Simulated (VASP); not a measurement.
Pd:

```
Pd
1.0
     2.75050    0.00000    0.00000
    -1.37525    2.38200    0.00000
     0.00000    0.00000    8.98313
Pd
4
Direct
  0.00000 0.00000 0.00000
  0.00000 0.00000 0.50000
  0.33333 0.66667 0.25000
  0.66667 0.33333 0.75000
```

This isn't the form of Pd at room conditions, which is fcc.

| Property | Result |
| --- | --- |
| Program | VASP 6.6.1 |
| Task | relaxation of cell and atoms |
| Functional | RPBE |
| Potentials or basis | VASP PAW PBE potentials, release 64 (Pd) |
| Cutoff | 600 eV |
| k mesh | 13 × 13 × 4 |
| Occupations | fermi-dirac, width 0.05 eV |
| Spin | collinear spin |
| Starting moments | [0.5, 0.5, 0.5, 0.5] μB |

At the start: pressure 12.5 GPa; volume 14.71 Å³/atom.

Q: Where does the relaxation end?

A: Over 10 steps the energy falls by 38.8 meV/atom and the volume is 15.78 Å³/atom (+7.2 %); space group P6_3/mmc (No. 194, to 0.1 Å) before and after; moment 0.00 μB per cell.

Step by step:
```tsv
step	energy change (eV)	largest force (eV/Å)	pressure (GPa)	volume (Å³)
1	0.0000	0.0000	12.47	58.85
2	0.0617	0.0000	-10.35	69.16
3	-0.1541	0.0000	-0.21	63.21
4	-0.1541	0.0000	-0.04	63.12
5	-0.1541	0.0000	0.16	63.03
6	-0.1550	0.0000	0.20	63.02
7	-0.1553	0.0000	0.22	63.02
8	-0.1553	0.0000	0.22	63.02
9	-0.1553	0.0000	-0.29	63.23
10	-0.1554	0.0000	0.00	63.11
```

Final structure:
```cif
data_structure
_symmetry_space_group_name_H-M 'P 1'
_symmetry_Int_Tables_number 1
_cell_length_a 2.8036
_cell_length_b 2.8036
_cell_length_c 9.2707
_cell_angle_alpha 90.000
_cell_angle_beta 90.000
_cell_angle_gamma 120.000
_cell_volume 63.11
loop_
_atom_site_label
_atom_site_type_symbol
_atom_site_fract_x
_atom_site_fract_y
_atom_site_fract_z
_atom_site_occupancy
Pd1 Pd 0.00000 0.00000 0.00000 1
Pd2 Pd 0.00000 0.00000 0.50000 1
Pd3 Pd 0.33333 0.66667 0.25000 1
Pd4 Pd 0.66667 0.33333 0.75000 1
```

Caveat: the PAW data sets were made with another functional, which shifts forces and pressure a little.
